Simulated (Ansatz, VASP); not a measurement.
# Two plane-wave programs on Al2O3

```
Al O
1.0
     2.76895    0.00000    0.00000
    -1.38448    2.39798    0.00000
     0.00000    0.00000    9.33675
Al O
2 3
Direct
  0.00000 0.00000 0.14999
  0.00000 0.00000 0.85001
  0.33333 0.66667 0.22232
  0.66667 0.33333 0.00000
  0.33333 0.66667 0.77768
```

Change from the starting cell: strain -0.040 along x and y, +0.000 along z, atoms carried along.

Alike in both runs: task single point; functional r2SCAN; k mesh 12 × 12 × 4; occupations gaussian, width 0.05 eV; no spin polarisation.

|  | VASP | Ansatz |
| --- | --- | --- |
| version | VASP 6.6.1 | Ansatz 0.2.0 |
| potentials or method | VASP PAW PBE potentials, release 64 (Al, O), cutoff 520 eV | scalar-relativistic, plane waves, PAW |
| valence electrons in the cell | 24 | 24 |

|  | VASP | Ansatz | Ansatz less VASP |
| --- | --- | --- | --- |
| gap on the k mesh at the Fermi level (eV) | 6.78 | 6.80 | +0.019 |
| least direct gap on the mesh (eV) | 7.03 | 7.02 | -0.006 |
| pressure (GPa) | 11.5 | 11.4 | -0.04 |
| traceless stress, the component that is largest in VASP (GPa) | -11.58 | -11.14 | +0.449 |
| rms of the force components (eV/Å) | 0.396 | 0.406 | +0.0094 |

VASP's potentials were made for PBE, not for r2SCAN. Atom by atom the forces differ by 0.011 eV/Å (rms over components). With one functional, cell and mesh, what is left measures potentials, basis and numerics.
